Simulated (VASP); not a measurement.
# KTaO3 (Pm-3m) in VASP: a series of runs

KTaO3 is run at these levels: LDA, PBEsol+D4; tasks: single point.

Everything below comes from runs of VASP 6.6.1. Logs are shortened: lines on timing, memory, paths and dates and some standing lists are left out, and cuts for length are marked.

## (1) The cell of the first run

It takes space group Pm-3m (No. 221, cubic). Conventional cell: a = 3.907 Å, b = 3.907 Å, c = 3.907 Å, α = 90.00°, β = 90.00°, γ = 90.00°. Ta (site symmetry m-3m) has 6 O at 1.95 Å within 2.6 Å. K (site symmetry m-3m) has 12 O at 2.76 Å and 8 Ta at 3.38 Å within 3.6 Å. Within 2.6 Å of O (site symmetry 4/mmm) lie 2 Ta at 1.95 Å.

## (2) Single point, LDA

The input, INCAR:

```
PREC = Accurate ; ENCUT = 520
EDIFF = 1E-6 ; ISMEAR = -1
SIGMA = 0.05 ; LREAL = F
LASPH = T ; NELM = 60
ALGO = Normal ; ISIF = 2
LWAVE = F ; LCHARG = T
LELF = T ; LVHAR = T
NBANDS = 27
```

The input, KPOINTS:

```
regular mesh
0
Gamma
  7 7 7
```

The input, POSCAR:

```
KTaO3
1.0
    3.9068832774      0.0000000000      0.0000000000
    0.0000000000      3.9068832774      0.0000000000
    0.0000000000      0.0000000000      3.9068832774
Ta K O
1 1 3
Direct
    0.0000000000      0.0000000000      0.0000000000
    0.5000000000      0.5000000000      0.5000000000
    0.0000000000      0.0000000000      0.5000000000
    0.0000000000      0.5000000000      0.0000000000
    0.5000000000      0.0000000000      0.0000000000
```

Potentials or basis: VASP PAW LDA potentials, release 64 (Ta_pv, K_sv, O).

Command:

```console
$ cat potpaw_LDA.64/Ta_pv/POTCAR potpaw_LDA.64/K_sv/POTCAR potpaw_LDA.64/O/POTCAR > POTCAR
$ mpirun -np 1 vasp_std > vasp.out
```

OUTCAR:

```text
PREC = Accurate
   ENCUT = 520
   EDIFF = 1E-6
   ISMEAR = -1
   LREAL = F
   LASPH = T
   NELM = 60
   ISIF = 2

 ion  position               nearest neighbor table
   1  0.000  0.000  0.000-   3 1.95   4 1.95   5 1.95   3 1.95   4 1.95   5 1.95   2 3.38   2 3.38
                             2 3.38   2 3.38   2 3.38   2 3.38   2 3.38   2 3.38
   2  0.500  0.500  0.500-   3 2.76   4 2.76   5 2.76   4 2.76   5 2.76   3 2.76   5 2.76   5 2.76
                             3 2.76   4 2.76   4 2.76   3 2.76   1 3.38   1 3.38   1 3.38   1 3.38
   3  0.000  0.000  0.500-   1 1.95   1 1.95   2 2.76   2 2.76   2 2.76   2 2.76
   4  0.000  0.500  0.000-   1 1.95   1 1.95   2 2.76   2 2.76   2 2.76   2 2.76
   5  0.500  0.000  0.000-   1 1.95   1 1.95   2 2.76   2 2.76   2 2.76   2 2.76

  LATTYP: Found a simple cubic cell.
 ALAT       =     3.9068832774

  Lattice vectors:

 A1 = (   3.9068832774,   0.0000000000,   0.0000000000)
 A2 = (   0.0000000000,   3.9068832774,   0.0000000000)
 A3 = (   0.0000000000,   0.0000000000,   3.9068832774)

Analysis of symmetry for initial positions (statically):
=====================================================================
 Subroutine PRICEL returns:
 Original cell was already a primitive cell.

 Routine SETGRP: Setting up the symmetry group for a
 simple cubic supercell.

 Subroutine GETGRP returns: Found 48 space group operations
 (whereof 48 operations were pure point group operations)
 out of a pool of 48 trial point group operations.

The static configuration has the point symmetry O_h .

Analysis of symmetry for dynamics (positions and initial velocities):
=====================================================================
 Subroutine PRICEL returns:
 Original cell was already a primitive cell.

 Routine SETGRP: Setting up the symmetry group for a
 simple cubic supercell.

 Subroutine GETGRP returns: Found 48 space group operations
 (whereof 48 operations were pure point group operations)
 out of a pool of 48 trial point group operations.

The dynamic configuration has the point symmetry O_h .

 Subroutine INISYM returns: Found 48 space group operations
 (whereof 48 operations are pure point group operations),
 and found     1 'primitive' translations

----------------------------------------------------------------------------------------

                                     Primitive cell

  volume of cell :      59.6336

  direct lattice vectors                    reciprocal lattice vectors
     3.906883277  0.000000000  0.000000000     0.255958504  0.000000000  0.000000000
     0.000000000  3.906883277  0.000000000     0.000000000  0.255958504  0.000000000
     0.000000000  0.000000000  3.906883277     0.000000000  0.000000000  0.255958504

  length of vectors
     3.906883277  3.906883277  3.906883277     0.255958504  0.255958504  0.255958504

  position of ions in fractional coordinates (direct lattice)
     0.000000000  0.000000000  0.000000000
     0.500000000  0.500000000  0.500000000
     0.000000000  0.000000000  0.500000000
     0.000000000  0.500000000  0.000000000
     0.500000000  0.000000000  0.000000000

  ion indices of the primitive-cell ions
   primitive index   ion index
                 1           1
                 2           2
                 3           3
                 4           4
                 5           5

----------------------------------------------------------------------------------------

 KPOINTS: regular mesh

Automatic generation of k-mesh.
 Grid dimensions read from file:
 generate k-points for:    7    7    7

 Generating k-lattice:

  Cartesian coordinates                     Fractional coordinates (reciprocal lattice)
     0.036565501  0.000000000  0.000000000     0.142857143  0.000000000  0.000000000
     0.000000000  0.036565501  0.000000000     0.000000000  0.142857143  0.000000000
     0.000000000  0.000000000  0.036565501     0.000000000  0.000000000  0.142857143

  Length of vectors
     0.036565501  0.036565501  0.036565501

  Shift w.r.t. Gamma in fractional coordinates (k-lattice)
     0.000000000  0.000000000  0.000000000

 Subroutine IBZKPT returns following result:
 ===========================================

 Found     20 irreducible k-points:

 Following reciprocal coordinates:
            Coordinates               Weight
  0.000000  0.000000  0.000000      1.000000
  0.142857  0.000000  0.000000      6.000000
  0.285714  0.000000  0.000000      6.000000
  0.428571  0.000000  0.000000      6.000000
  0.142857  0.142857  0.000000     12.000000
  0.285714  0.142857  0.000000     24.000000
[... 12 lines left out ...]
  0.428571  0.428571  0.285714     24.000000
  0.428571  0.428571  0.428571      8.000000
   k-points           NKPTS =     20   k-points in BZ     NKDIM =     20   number of bands    NBANDS=     27
   number of dos      NEDOS =    301   number of ions     NIONS =      5
   total plane-waves  NPLWV =  27000
   dimension x,y,z NGX =    30 NGY =   30 NGZ =   30
   dimension x,y,z NGXF=    60 NGYF=   60 NGZF=   60
   ions per type =               1   1   3
   NGX,Y,Z   is equivalent  to a cutoff of  12.77, 12.77, 12.77 a.u.
   NGXF,Y,Z  is equivalent  to a cutoff of  25.53, 25.53, 25.53 a.u.
 SYSTEM =  unknown system
   PREC   = accura    normal or accurate (medium, high low for compatibility)
   ISTART =      0    job   : 0-new  1-cont  2-samecut
   ICHARG =      2    charge: 1-file 2-atom 10-const
   ISPIN  =      1    spin polarized calculation?
   LNONCOLLINEAR =      F non collinear calculations
   LSORBIT =      F    spin-orbit coupling
   LASPH  =      T    aspherical Exc in radial PAW
   ENCUT  =  520.0 eV  38.22 Ry    6.18 a.u.   7.26  7.26  7.26*2*pi/ulx,y,z
   NELM   =     60;   NELMIN=  2; NELMDL= -5     # of ELM steps
   EDIFF  = 0.1E-05   stopping-criterion for ELM
   LREAL  =      F    real-space projection
   EDIFFG = 0.1E-04   stopping-criterion for IOM
   NSW    =      0    number of steps for IOM
   IBRION =     -1    ionic relax: 0-MD 1-quasi-New 2-CG
   NFREE  =      0    steps in history (QN), initial steepest desc. (CG)
   ISIF   =      2    stress and relaxation
   ISYM   =      2    0-nonsym 1-usesym 2-fastsym
   POTIM  = 0.5000    time-step for ionic-motion
   TEBEG  =    0.0;   TEEND  =   0.0 temperature during run
   PSTRESS=    0.0 pullay stress
   NELECT =      38.0000    total number of electrons
   NUPDOWN=      -1.0000    fix difference up-down
   EMIN   =  10.00;   EMAX   =-10.00  energy-range for DOS
   EFERMI =   0.00;   METHOD = LEGACY
   ISMEAR =    -1;   SIGMA  =   0.05  broadening in eV -4-tet -1-fermi 0-gaus
   EFERMI_NEDOS =   21; number of points for ismear=-14 and -15
   IALGO  =     38    algorithm
   IMIX   =      4    mixing-type and parameters
     AMIX     =   0.40;   BMIX     =  1.00
     AMIX_MAG =   1.60;   BMIX_MAG =  1.00
  volume/ion in A,a.u.               =      11.93        80.49
  Fermi-wavevector in a.u.,A,eV,Ry     =   1.408766  2.662182 27.002425  1.984622
  Thomas-Fermi vector in A             =   2.530891
   LORBIT       =      0    0 simple, 1 ext, 2 COOP (PROOUT), +10 PAW based schemes
   GGA     = CA    functional components
   LHFCALC =     F    Hartree Fock is set to
   AEXX    =    0.0000 exact exchange contribution
   IVDW    =     0    specifies the selected vdW correction
   LEPSILON=     F    determine dielectric tensor
   LRPA    =     F    only Hartree local field effects (RPA)
 non-spin polarized calculation
  energy-cutoff  :      520.00
  volume of cell :       59.63
 maximum number of plane-waves:      1622
 NGX is ok and might be reduce to    30
   NGX = 15   NGY = 15   NGZ = 15

 number of electron      38.0000009 magnetization

 Free energy of the ion-electron system (eV)
  ---------------------------------------------------
  ext. energy  EPLUGINS =         0.00000000
  ---------------------------------------------------
  free energy    TOTEN  =       -44.98381304 eV

  energy without entropy =      -44.98381304  energy(sigma->0) =      -44.98381304

 E-fermi :   3.0617     XC(G=0): -11.7488

 val. band max:        1.9034014316   @ k =   0.4286   0.4286   0.4286
 cond. band min:       4.1091013666   @ k =   0.0000   0.0000   0.0000
 fundamental gap:      2.2056999351
 Fermi energy:         3.0616877125

 k-point     1 :       0.0000    0.0000    0.0000
  band No.  band energies     occupation
      1     -31.6793      2.00000
      2     -31.6793      2.00000
      3     -31.6793      2.00000
      4     -24.8690      2.00000
      5     -15.5160      2.00000
      6     -14.7668      2.00000
[... 19 lines left out ...]
     26       9.7333      0.00000
     27       9.7333      0.00000

 k-point     2 :       0.1429    0.0000    0.0000
  band No.  band energies     occupation
      1     -31.7029      2.00000
      2     -31.6783      2.00000
      3     -31.6783      2.00000
      4     -24.8605      2.00000
      5     -15.4595      2.00000
      6     -14.7614      2.00000
[... 19 lines left out ...]
     26      10.0066      0.00000
     27      10.4231      0.00000

 k-point     3 :       0.2857    0.0000    0.0000
  band No.  band energies     occupation
      1     -31.7552      2.00000
      2     -31.6762      2.00000
      3     -31.6762      2.00000
      4     -24.8414      2.00000
      5     -15.4288      2.00000
      6     -14.7483      2.00000
[... 19 lines left out ...]
     26      10.7090      0.00000
     27      11.9845      0.00000

 k-point     4 :       0.4286    0.0000    0.0000
  band No.  band energies     occupation
      1     -31.7964      2.00000
      2     -31.6744      2.00000
      3     -31.6744      2.00000
      4     -24.8263      2.00000
      5     -15.4500      2.00000
      6     -14.7379      2.00000
[... 19 lines left out ...]
     26      11.2678      0.00000
     27      12.3827      0.00000

 k-point     5 :       0.1429    0.1429    0.0000
  band No.  band energies     occupation
      1     -31.7023      2.00000
      2     -31.7014      2.00000
      3     -31.6774      2.00000
      4     -24.8529      2.00000
      5     -15.3800      2.00000
      6     -14.6745      2.00000
[... 19 lines left out ...]
     26      10.3040      0.00000
     27      10.8414      0.00000

 k-point     6 :       0.2857    0.1429    0.0000
  band No.  band energies     occupation
      1     -31.7540      2.00000
      2     -31.6995      2.00000
      3     -31.6752      2.00000
      4     -24.8359      2.00000
      5     -15.3141      2.00000
      6     -14.6365      2.00000
[... 324 lines left out ...]
      1     -31.7486      2.00000
      2     -31.7472      2.00000
      3     -31.7472      2.00000
      4     -24.8084      2.00000
      5     -14.5410      2.00000
      6     -14.1044      2.00000
[... 19 lines left out ...]
     26      13.0638      0.00000
     27      13.0643      0.00000

 k-point    18 :       0.4286    0.2857    0.2857
  band No.  band energies     occupation
      1     -31.7882      2.00000
      2     -31.7460      2.00000
      3     -31.7452      2.00000
      4     -24.8000      2.00000
      5     -14.4140      2.00000
      6     -14.0774      2.00000
[... 19 lines left out ...]
     26      12.8449      0.00000
     27      13.5799      0.00000

 k-point    19 :       0.4286    0.4286    0.2857
  band No.  band energies     occupation
      1     -31.7862      2.00000
      2     -31.7860      2.00000
      3     -31.7437      2.00000
      4     -24.7924      2.00000
      5     -14.2263      2.00000
      6     -13.7130      2.00000
[... 19 lines left out ...]
     26      13.1961      0.00000
     27      14.0477      0.00000

 k-point    20 :       0.4286    0.4286    0.4286
  band No.  band energies     occupation
      1     -31.7842      2.00000
      2     -31.7840      2.00000
      3     -31.7840      2.00000
      4     -24.7846      2.00000
      5     -13.7177      2.00000
      6     -13.6456      2.00000
[... 19 lines left out ...]
     26      13.0831      0.00000
     27      14.0212      0.00000

------------------------ aborting loop because EDIFF is reached ----------------------------------------

  FORCE on cell =-STRESS in cart. coord.  units (eV):
  Direction    XX          YY          ZZ          XY          YZ          ZX
  --------------------------------------------------------------------------------------
  -------------------------------------------------------------------------------------
  Total        3.6048132      3.6048132      3.6048132     -0.0000000      0.0000000     -0.0000000
  in kB       96.8505378     96.8505378     96.8505378     -0.0000000      0.0000000     -0.0000000
  external PRESSURE =      96.8505378 kB  Pullay stress =       0.0000000 kB

 VOLUME and BASIS-vectors are now :
 -----------------------------------------------------------------------------
  energy-cutoff  :      520.00
  volume of cell :       59.63
      direct lattice vectors                 reciprocal lattice vectors
     3.906883277  0.000000000  0.000000000     0.255958504  0.000000000  0.000000000
     0.000000000  3.906883277  0.000000000     0.000000000  0.255958504  0.000000000
     0.000000000  0.000000000  3.906883277     0.000000000  0.000000000  0.255958504

 POSITION                                       TOTAL-FORCE (eV/Angst)
 -----------------------------------------------------------------------------------
      0.00000      0.00000      0.00000         0.000000      0.000000      0.000000
      1.95344      1.95344      1.95344         0.000000      0.000000      0.000000
      0.00000      0.00000      1.95344         0.000000      0.000000      0.000000
      0.00000      1.95344      0.00000         0.000000      0.000000      0.000000
      1.95344      0.00000      0.00000         0.000000      0.000000      0.000000
 -----------------------------------------------------------------------------------
    total drift:                                0.000000     -0.000000      0.000000

  FREE ENERGIE OF THE ION-ELECTRON SYSTEM (eV)
  ---------------------------------------------------
  free  energy   TOTEN  =       -44.9838130382 eV

  energy  without entropy=      -44.9838130382  energy(sigma->0) =      -44.98381304
```

Run time: 39 s. Hardware: 1 thread of AMD EPYC 7R13, shared host; peak memory 0.14 GiB.

What came out:

```
Free energy            : -44.9838 eV
Pressure               : 9.7 GPa
Band gap on the k mesh : 2.21 eV (least direct gap 2.73 eV)
```

Caveat: the cell stands under pressure; spin-orbit coupling is left out, which moves the levels of the heavy elements; an odd mesh through Γ misses points on the zone boundary, where band edges can lie.

## (3) Single point, PBEsol+D4

The input, INCAR:

```
SYSTEM = KTaO3
PREC = Accurate
ENCUT = 520
EDIFF = 1E-6
ISMEAR = -1
SIGMA = 0.05
LREAL = .FALSE.
LASPH = .TRUE.
NELM = 80
ALGO = Normal
ISIF = 2
LWAVE = .FALSE.
LCHARG = .TRUE.
GGA = PS
IVDW = 13
LELF = .TRUE.
LVHAR = .TRUE.
NBANDS = 27
```

The input, KPOINTS:

```
Automatic mesh
0
G
  7 7 7
  0 0 0
```

POSCAR is that of step 2.

Potentials or basis: VASP PAW PBE potentials, release 64 (Ta_pv, K_sv, O).

Command:

```console
$ cat potpaw_PBE.64/Ta_pv/POTCAR potpaw_PBE.64/K_sv/POTCAR potpaw_PBE.64/O/POTCAR > POTCAR
$ mpirun -np 1 vasp_std > vasp.out
```

Wall time 47 s (1 thread of AMD EPYC 7R13, shared host); peak memory 0.16 GiB.

Results (log left out):

| Quantity | Value |
| --- | --- |
| Free energy | -43.2307 eV |
| Pressure | 13.5 GPa |
| Band gap on the k mesh | 2.27 eV (least direct gap 2.79 eV) |
| Dispersion energy per atom | -0.097 eV |

Levels at points of the mesh, in eV from the valence-band top:
```tsv
k point	band 16	band 17	band 18	band 19	band 20	band 21	band 22	band 23
(0.00, 0.00, 0.00)	-1.11	-0.52	-0.52	-0.52	2.27	2.27	2.27	7.01
```

Caveat: the cell stands under pressure; the PAW data sets were made with another functional, which shifts forces and pressure a little; spin-orbit coupling is left out, which moves the levels of the heavy elements; an odd mesh through Γ misses points on the zone boundary, where band edges can lie.
